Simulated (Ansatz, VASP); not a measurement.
**HfC in VASP and in Ansatz**

```
Hf C
1.0
     0.00000    2.32040    2.32040
     2.32040    0.00000    2.32040
     2.32040    2.32040    0.00000
Hf C
1 1
Direct
  0.50000 0.50000 0.50000
  0.00000 0.00000 0.00000
```

Alike in both runs: functional r2SCAN; k mesh 16 × 16 × 16; occupations gaussian, width 0.1 eV; no spin polarisation.

Ansatz relaxed the structure, and its values are those at the end. VASP's run is a single point on that final structure, the one shown.

```csv
,VASP,Ansatz
version,VASP 6.6.1,Ansatz 0.2.0
potentials or method,"VASP PAW PBE potentials, release 64 (Hf_pv, C), cutoff 520 eV","scalar-relativistic, plane waves, PAW"
valence electrons in the cell,14,30
```

|  | VASP | Ansatz | Ansatz less VASP |
| --- | --- | --- | --- |
| gap on the k mesh at the Fermi level (eV) | none | none | - |
| pressure (GPa) | -1.1 | 0.0 | +1.07 |

VASP's potentials were made for PBE, not for r2SCAN. A gap of «none» marks a metal or a gap that the smearing closes. VASP's potentials hold 14 valence electrons a cell and Ansatz's 30, so a difference there can come from the potentials and not from the codes.

Spin-orbit coupling is off throughout.
